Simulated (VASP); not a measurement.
Here is a VASP 6.6.1 calculation.

Contents of INCAR:

```
PREC = Accurate ; ENCUT = 520
EDIFF = 1E-6 ; ISMEAR = -1
SIGMA = 0.02 ; LREAL = F
LASPH = T ; NELM = 80
ALGO = Normal ; ISIF = 2
LWAVE = F ; LCHARG = F
GGA = PE ; NBANDS = 16
```

Contents of KPOINTS:

```
Automatic mesh
0
Gamma
  8 8 8
```

Contents of POSCAR:

```
ZnS
1.0
    0.0154909935      2.6940858343      2.6940858343
    2.6940858343      0.0154909935      2.6940858343
    2.7095768279      2.7095768279      0.0000000001
Zn S
1 1
Direct
    0.0010316987      0.0010316987     -0.0010316987
    0.2489683013      0.2489683013      0.2510316987
```

Potentials or basis: VASP PAW PBE potentials, release 64 (Zn, S).

Run with:

```sh
$ cat potpaw_PBE.64/Zn/POTCAR potpaw_PBE.64/S/POTCAR > POTCAR
$ mpirun -np 1 vasp_std > vasp.out
```

**Question.** Estimate the pressure.

**Answer.** 2.5 GPa.

**Question.** What does it give for the largest force?

**Answer.** 0.003 eV/Å.

**Question.** What does it give for the band gap on the k mesh?

**Answer.** 2.12 eV, direct.

Stress tensor (GPa, compression positive):
```
 2.46 -0.55  0.00
-0.55  2.46  0.00
 0.00  0.00  2.46
```

Caveat: the cell differs from its parent crystal (shear xy strain +1.1%).
